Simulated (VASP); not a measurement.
Write the native input for VASP 6.6.1 that does the following.

```yaml
Task: single point
Functional: PBE
Potentials_or_basis: VASP PAW PBE potentials, release 64 (Pd)
Cutoff: 520 eV
k_mesh: 12 × 12 × 12
Occupations: fermi-dirac, width 0.05 eV
Spin: no spin polarisation
Dipole_correction: no
Further_INCAR_settings: ALGO = Normal; EDIFF = 1e-06; NBANDS = 11
```

The structure of Pd lies in POSCAR:

```
Pd
1.0
    0.0000000000      1.9634044265      1.9634044265
    1.9634044265      0.0000000000      1.9634044265
    1.9634044265      1.9634044265      0.0000000000
Pd
1
Direct
    0.0000000000      0.0000000000      0.0000000000
```

The input as run:

INCAR

```
PREC     = Accurate       # precision mode
ENCUT    = 520            # plane-wave cutoff, eV
EDIFF    = 1E-6           # SCF threshold, eV
ISMEAR   = -1             # smearing method
SIGMA    = 0.05           # smearing width, eV
LREAL    = F              # projectors in reciprocal space
LASPH    = T              # aspherical terms in the spheres
NELM     = 60             # most SCF steps
ALGO     = Normal         # electronic algorithm
ISIF     = 2              # what is computed and relaxed
LWAVE    = F              # write WAVECAR
LCHARG   = F              # write CHGCAR
GGA      = PE             # functional
NBANDS   = 11             # bands
```

KPOINTS

```
Automatic mesh
0
Gamma
  12 12 12
```

Potentials or basis: VASP PAW PBE potentials, release 64 (Pd).

The run is started by

```console
$ cat potpaw_PBE.64/Pd/POTCAR > POTCAR
$ mpirun -np 1 vasp_std > vasp.out
```

It gave:

```json
{"Pressure": "1.7 GPa", "Band gap on the k mesh": "zero (band 5 reaches 9.61 eV, above the bottom of band 6 at 8.10 eV)"}
```

It took 8.8 s on 1 thread of Intel Xeon 6975P-C (shared host), peak memory 0.15 GiB.
